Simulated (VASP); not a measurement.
# ZrSi2 in VASP: notebook

ZrSi2 is run at these levels: PBE; tasks: single point.

All numbers are computed with VASP 6.6.1; they aren't measurements. Logs are shortened: lines on timing, memory, paths and dates and some standing lists are left out, and cuts for length are marked.

## (1) The cell of the first run

The typed cell holds 6 atoms: a = 5.090 Å, b = 5.090 Å, c = 5.090 Å, α = 60.00°, β = 60.00°, γ = 60.00°.

The cell was generated, and may not be a known phase.

## (2) Single point, PBE

File INCAR:

```
SYSTEM = ZrSi2
PREC     = Accurate       ! precision mode
ENCUT    = 500            ! plane-wave cutoff, eV
EDIFF    = 1E-6           ! SCF threshold, eV
ISMEAR   = 0              ! smearing method
SIGMA    = 0.2            ! smearing width, eV
LREAL    = .FALSE.        ! projectors in reciprocal space
LASPH    = .TRUE.         ! aspherical terms in the spheres
NELM     = 120            ! most SCF steps
ALGO     = Normal         ! electronic algorithm
ISIF     = 2              ! what is computed and relaxed
LWAVE    = .FALSE.        ! write WAVECAR
LCHARG   = .FALSE.        ! write CHGCAR
GGA      = PE             ! functional
NBANDS   = 29             ! bands
GGA_COMPAT= .FALSE.
```

File KPOINTS:

```
regular mesh
0
G
  4 4 4
  0 0 0
```

File POSCAR:

```
ZrSi2
1.0
    0.0000000000      3.5989570145      3.5989570145
    3.5989570145      0.0000000000      3.5989570145
    3.5989570145      3.5989570145      0.0000000000
Zr Si
2 4
Direct
    0.2500000000      0.2500000000      0.2500000000
    0.5000000000      0.5000000000      0.5000000000
    0.8749911745      0.8749911745      0.8749911745
    0.8749911745      0.8749911745      0.3750264764
    0.8749911745      0.3750264764      0.8749911745
    0.3750264764      0.8749911745      0.8749911745
```

Potentials or basis: VASP PAW PBE potentials, release 64 (Zr_sv, Si).

Command:

```sh
$ cat potpaw_PBE.64/Zr_sv/POTCAR potpaw_PBE.64/Si/POTCAR > POTCAR
$ mpirun -np 1 vasp_std > vasp.out
```

OUTCAR:

```text
SYSTEM = ZrSi2
   PREC = Accurate
   ENCUT = 500
   EDIFF = 1E-6
   ISMEAR = 0
   LREAL = .FALSE.
   LASPH = .TRUE.
   NELM = 120
   ISIF = 2
   GGA = PE

 ion  position               nearest neighbor table
   1  0.250  0.250  0.250-   4 2.98   5 2.98   4 2.98   6 2.98   5 2.98   6 2.98   3 2.98   3 2.98
                             3 2.98   4 2.98   5 2.98   6 2.98   2 3.12   2 3.12   2 3.12   2 3.12
   2  0.500  0.500  0.500-   4 2.98   5 2.98   6 2.98   3 2.98   3 2.98   3 2.98   5 2.98   4 2.98
                             6 2.98   6 2.98   4 2.98   5 2.98   1 3.12   1 3.12   1 3.12   1 3.12
   3  0.875  0.875  0.875-   4 2.54   5 2.54   6 2.54   6 2.55   5 2.55   4 2.55   2 2.98   2 2.98
                             2 2.98   1 2.98   1 2.98   1 2.98
   4  0.875  0.875  0.375-   3 2.54   5 2.54   6 2.54   5 2.55   6 2.55   3 2.55   2 2.98   2 2.98
                             2 2.98   1 2.98   1 2.98   1 2.98
   5  0.875  0.375  0.875-   3 2.54   4 2.54   6 2.54   6 2.55   4 2.55   3 2.55   2 2.98   2 2.98
                             2 2.98   1 2.98   1 2.98   1 2.98
   6  0.375  0.875  0.875-   3 2.54   4 2.54   5 2.54   5 2.55   4 2.55   3 2.55   2 2.98   2 2.98
                             2 2.98   1 2.98   1 2.98   1 2.98

  LATTYP: Found a face centered cubic cell.
 ALAT       =     7.1979140290

  Lattice vectors:

 A1 = (   0.0000000000,   3.5989570145,   3.5989570145)
 A2 = (   3.5989570145,   0.0000000000,   3.5989570145)
 A3 = (   3.5989570145,   3.5989570145,   0.0000000000)

Analysis of symmetry for initial positions (statically):
=====================================================================
 Subroutine PRICEL returns:
 Original cell was already a primitive cell.

 Routine SETGRP: Setting up the symmetry group for a
 face centered cubic supercell.

 Subroutine GETGRP returns: Found 24 space group operations
 (whereof 24 operations were pure point group operations)
 out of a pool of 48 trial point group operations.

The static configuration has the point symmetry T_d .

Analysis of symmetry for dynamics (positions and initial velocities):
=====================================================================
 Subroutine PRICEL returns:
 Original cell was already a primitive cell.

 Routine SETGRP: Setting up the symmetry group for a
 face centered cubic supercell.

 Subroutine GETGRP returns: Found 24 space group operations
 (whereof 24 operations were pure point group operations)
 out of a pool of 48 trial point group operations.

The dynamic configuration has the point symmetry T_d .

 Subroutine INISYM returns: Found 24 space group operations
 (whereof 24 operations are pure point group operations),
 and found     1 'primitive' translations

----------------------------------------------------------------------------------------

                                     Primitive cell

  volume of cell :      93.2309

  direct lattice vectors                    reciprocal lattice vectors
     0.000000000  3.598957014  3.598957014    -0.138929139  0.138929139  0.138929139
     3.598957014  0.000000000  3.598957014     0.138929139 -0.138929139  0.138929139
     3.598957014  3.598957014  0.000000000     0.138929139  0.138929139 -0.138929139

  length of vectors
     5.089693820  5.089693820  5.089693820     0.240632328  0.240632328  0.240632328

  position of ions in fractional coordinates (direct lattice)
     0.250000000  0.250000000  0.250000000
     0.500000000  0.500000000  0.500000000
     0.874991175  0.874991175  0.874991175
     0.874991175  0.874991175  0.375026476
     0.874991175  0.375026476  0.874991175
     0.375026476  0.874991175  0.874991175

  ion indices of the primitive-cell ions
   primitive index   ion index
                 1           1
                 2           2
                 3           3
                 4           4
                 5           5
                 6           6

----------------------------------------------------------------------------------------

 KPOINTS: regular mesh

Automatic generation of k-mesh.
 Grid dimensions read from file:
 generate k-points for:    4    4    4

 Generating k-lattice:

  Cartesian coordinates                     Fractional coordinates (reciprocal lattice)
    -0.034732285  0.034732285  0.034732285     0.250000000  0.000000000  0.000000000
     0.034732285 -0.034732285  0.034732285     0.000000000  0.250000000  0.000000000
     0.034732285  0.034732285 -0.034732285     0.000000000  0.000000000  0.250000000

  Length of vectors
     0.060158082  0.060158082  0.060158082

  Shift w.r.t. Gamma in fractional coordinates (k-lattice)
     0.000000000  0.000000000  0.000000000

 Subroutine IBZKPT returns following result:
 ===========================================

 Found      8 irreducible k-points:

 Following reciprocal coordinates:
            Coordinates               Weight
  0.000000  0.000000  0.000000      1.000000
  0.250000  0.000000  0.000000      8.000000
  0.500000  0.000000  0.000000      4.000000
  0.250000  0.250000  0.000000      6.000000
  0.500000  0.250000  0.000000     24.000000
 -0.250000  0.250000  0.000000     12.000000
  0.500000  0.500000  0.000000      3.000000
 -0.250000  0.500000  0.250000      6.000000
   k-points           NKPTS =      8   k-points in BZ     NKDIM =      8   number of bands    NBANDS=     29
   number of dos      NEDOS =    301   number of ions     NIONS =      6
   total plane-waves  NPLWV =  64000
   dimension x,y,z NGX =    40 NGY =   40 NGZ =   40
   dimension x,y,z NGXF=    80 NGYF=   80 NGZF=   80
   ions per type =               2   4
   NGX,Y,Z   is equivalent  to a cutoff of  13.07, 13.07, 13.07 a.u.
   NGXF,Y,Z  is equivalent  to a cutoff of  26.13, 26.13, 26.13 a.u.
 SYSTEM =  ZrSi2
   PREC   = accura    normal or accurate (medium, high low for compatibility)
   ISTART =      0    job   : 0-new  1-cont  2-samecut
   ICHARG =      2    charge: 1-file 2-atom 10-const
   ISPIN  =      1    spin polarized calculation?
   LNONCOLLINEAR =      F non collinear calculations
   LSORBIT =      F    spin-orbit coupling
   LASPH  =      T    aspherical Exc in radial PAW
   ENCUT  =  500.0 eV  36.75 Ry    6.06 a.u.   9.28  9.28  9.28*2*pi/ulx,y,z
   NELM   =    120;   NELMIN=  2; NELMDL= -5     # of ELM steps
   EDIFF  = 0.1E-05   stopping-criterion for ELM
   LREAL  =      F    real-space projection
   EDIFFG = 0.1E-04   stopping-criterion for IOM
   NSW    =      0    number of steps for IOM
   IBRION =     -1    ionic relax: 0-MD 1-quasi-New 2-CG
   NFREE  =      0    steps in history (QN), initial steepest desc. (CG)
   ISIF   =      2    stress and relaxation
   ISYM   =      2    0-nonsym 1-usesym 2-fastsym
   POTIM  = 0.5000    time-step for ionic-motion
   TEBEG  =    0.0;   TEEND  =   0.0 temperature during run
   PSTRESS=    0.0 pullay stress
   NELECT =      40.0000    total number of electrons
   NUPDOWN=      -1.0000    fix difference up-down
   EMIN   =  10.00;   EMAX   =-10.00  energy-range for DOS
   EFERMI =   0.00;   METHOD = LEGACY
   ISMEAR =     0;   SIGMA  =   0.20  broadening in eV -4-tet -1-fermi 0-gaus
   EFERMI_NEDOS =   21; number of points for ismear=-14 and -15
   IALGO  =     38    algorithm
   IMIX   =      4    mixing-type and parameters
     AMIX     =   0.40;   BMIX     =  1.00
     AMIX_MAG =   1.60;   BMIX_MAG =  1.00
  volume/ion in A,a.u.               =      15.54       104.86
  Fermi-wavevector in a.u.,A,eV,Ry     =   1.234738  2.333317 20.743144  1.524578
  Thomas-Fermi vector in A             =   2.369416
   LORBIT       =      0    0 simple, 1 ext, 2 COOP (PROOUT), +10 PAW based schemes
   GGA     = PE    functional components
   LHFCALC =     F    Hartree Fock is set to
   AEXX    =    0.0000 exact exchange contribution
   IVDW    =     0    specifies the selected vdW correction
   LEPSILON=     F    determine dielectric tensor
   LRPA    =     F    only Hartree local field effects (RPA)
 non-spin polarized calculation
 Gauss-broadening in eV      SIGMA  =   0.20
  energy-cutoff  :      500.00
  volume of cell :       93.23
 maximum number of plane-waves:      2421
 NGX is ok and might be reduce to    40
   NGX = 19   NGY = 19   NGZ = 19

 number of electron      40.0000000 magnetization

 Free energy of the ion-electron system (eV)
  ---------------------------------------------------
  ext. energy  EPLUGINS =         0.00000000
  ---------------------------------------------------
  free energy    TOTEN  =       -40.22924995 eV

  energy without entropy =      -40.17456195  energy(sigma->0) =      -40.20190595

 E-fermi :  11.3901     XC(G=0): -11.6449

 val. band max:       11.3824923711   @ k =   0.5000   0.2500   0.0000
 cond. band min:      11.9089899432   @ k =   0.5000   0.2500   0.0000
 fundamental gap:      0.5264975721
 Fermi energy:        11.3900731573

 k-point     1 :       0.0000    0.0000    0.0000
  band No.  band energies     occupation
      1     -37.5631      2.00000
      2     -37.4285      2.00000
      3     -15.7879      2.00000
      4     -15.7879      2.00000
      5     -15.7879      2.00000
      6     -15.4552      2.00000
[... 21 lines left out ...]
     28      16.2035      0.00000
     29      16.2035      0.00000

 k-point     2 :       0.2500    0.0000    0.0000
  band No.  band energies     occupation
      1     -37.5490      2.00000
      2     -37.4426      2.00000
      3     -15.8126      2.00000
      4     -15.8126      2.00000
      5     -15.7988      2.00000
      6     -15.4560      2.00000
[... 21 lines left out ...]
     28      16.0534      0.00000
     29      16.0534      0.00000

 k-point     3 :       0.5000    0.0000    0.0000
  band No.  band energies     occupation
      1     -37.5294      2.00000
      2     -37.4622      2.00000
      3     -15.8343      2.00000
      4     -15.8343      2.00000
      5     -15.8134      2.00000
      6     -15.4526      2.00000
[... 126 lines left out ...]
      5     -15.6341      2.00000
      6     -15.6341      2.00000
[... 21 lines left out ...]
     28      14.5446      0.00000
     29      15.6120      0.00000

 k-point     8 :      -0.2500    0.5000    0.2500
  band No.  band energies     occupation
      1     -37.4959      2.00000
      2     -37.4959      2.00000
      3     -15.8871      2.00000
      4     -15.8871      2.00000
      5     -15.6281      2.00000
      6     -15.6281      2.00000
[... 21 lines left out ...]
     28      14.0098      0.00000
     29      15.6787      0.00000

------------------------ aborting loop because EDIFF is reached ----------------------------------------

  FORCE on cell =-STRESS in cart. coord.  units (eV):
  Direction    XX          YY          ZZ          XY          YZ          ZX
  --------------------------------------------------------------------------------------
  -------------------------------------------------------------------------------------
  Total       -0.0823047     -0.0823047     -0.0823047     -0.0000000      0.0000000     -0.0000000
  in kB       -1.4144090     -1.4144090     -1.4144090     -0.0000000      0.0000000     -0.0000000
  external PRESSURE =      -1.4144090 kB  Pullay stress =       0.0000000 kB

 VOLUME and BASIS-vectors are now :
 -----------------------------------------------------------------------------
  energy-cutoff  :      500.00
  volume of cell :       93.23
      direct lattice vectors                 reciprocal lattice vectors
     0.000000000  3.598957014  3.598957014    -0.138929139  0.138929139  0.138929139
     3.598957014  0.000000000  3.598957014     0.138929139 -0.138929139  0.138929139
     3.598957014  3.598957014  0.000000000     0.138929139  0.138929139 -0.138929139

 POSITION                                       TOTAL-FORCE (eV/Angst)
 -----------------------------------------------------------------------------------
      1.79948      1.79948      1.79948         0.000000     -0.000000      0.000000
      3.59896      3.59896      3.59896         0.000000      0.000000      0.000000
      6.29811      6.29811      6.29811         0.000972      0.000972      0.000972
      4.49876      4.49876      6.29811        -0.000972     -0.000972      0.000972
      4.49876      6.29811      4.49876        -0.000972      0.000972     -0.000972
      6.29811      4.49876      4.49876         0.000972     -0.000972     -0.000972
 -----------------------------------------------------------------------------------
    total drift:                               -0.000000     -0.000000     -0.000000

  FREE ENERGIE OF THE ION-ELECTRON SYSTEM (eV)
  ---------------------------------------------------
  free  energy   TOTEN  =       -40.2292499462 eV

  energy  without entropy=      -40.1745619520  energy(sigma->0) =      -40.20190595
```

Wall time 32 s (1 thread of Intel Xeon 8259CL, shared host); peak memory 0.23 GiB.

Results:

| Quantity | Value |
| --- | --- |
| Free energy | -40.2292 eV |
| Pressure | -0.1 GPa |
| Band gap on the k mesh | zero (bands 20 and 21 overlap by 2.01 eV) |

Caveat: the k points lie up to 0.38 Å⁻¹ apart, too coarse for converged energies and pressures of a metal.

## (3) Single point, PBE

File INCAR:

```
SYSTEM = ZrSi2
PREC = Accurate
ENCUT = 500
EDIFF = 1E-6
ISMEAR = 0
SIGMA = 0.2
LREAL = .False.
LASPH = .True.
NELM = 120
ALGO = Normal
ISIF = 2
LWAVE = .False.
LCHARG = .True.
GGA = PE
LELF = .True.
LVHAR = .True.
NBANDS = 29
GGA_COMPAT = .False.
```

File KPOINTS:

```
regular mesh
0
Gamma
  4 4 4
  0 0 0
```

File POSCAR:

```
ZrSi2
1.0
    2.5711613702      1.4844607110      4.0653940938
   -2.5711613702      1.4844607110      4.0653940938
    0.0000000000     -2.9689214167      4.0653940957
Zr Si
2 4
Direct
    0.3718172515      0.3718172515      0.3718172515
    0.6281827485      0.6281827485      0.6281827485
    0.0000000000      0.5000000000      0.0000000000
    0.0000000000      0.0000000000      0.5000000000
    0.0000000000      0.0000000000      0.0000000000
    0.5000000000      0.0000000000      0.0000000000
```

Potentials or basis: VASP PAW PBE potentials, release 64 (Zr_sv, Si).

Command:

```sh
$ cat potpaw_PBE.64/Zr_sv/POTCAR potpaw_PBE.64/Si/POTCAR > POTCAR
$ mpirun -np 1 vasp_std > vasp.out
```

Wall time 45 s (1 thread of Intel Xeon 8259CL, shared host); peak memory 0.24 GiB.

It converged, with:

```yaml
Free_energy: -40.2333 eV
Pressure: 0.1 GPa
Largest_force: 0.007 eV/Å
Band_gap_on_the_k_mesh: zero (bands 20 and 21 overlap by 1.95 eV)
```

Forces in eV/Å, atoms in the order of the input:
```
Zr   0.000  0.000  0.007
Zr   0.000  0.000 -0.007
Si   0.000  0.000  0.000
Si   0.000  0.000  0.000
Si   0.000  0.000  0.000
Si   0.000  0.000  0.000
```

Levels at points of the mesh, in eV from the Fermi level:
| k point | band 16 | band 17 | band 18 | band 19 | band 20 | band 21 | band 22 | band 23 | band 24 | band 25 |
| --- | --- | --- | --- | --- | --- | --- | --- | --- | --- | --- |
| (0.00, 0.00, 0.00) | -5.07 | -4.73 | -4.73 | -0.89 | 0.99 | 0.99 | 1.07 | 2.59 | 2.59 | 3.16 |
| (0.50, 0.00, 0.00) | -2.27 | -2.17 | -1.88 | -0.44 | -0.40 | 0.18 | 0.97 | 1.29 | 1.53 | 2.21 |
| (0.50, 0.50, 0.00) | -2.14 | -1.63 | -1.53 | -1.30 | -1.30 | -0.96 | -0.88 | 2.31 | 2.42 | 2.44 |
| (0.50, 0.50, 0.50) | -2.21 | -2.21 | -1.79 | -0.31 | -0.31 | -0.25 | 1.37 | 1.37 | 1.61 | 2.43 |

Caveat: the k points lie up to 0.38 Å⁻¹ apart, too coarse for converged energies and pressures of a metal.

The gap in the log of VASP goes by the Fermi energy; the results here count the filled bands.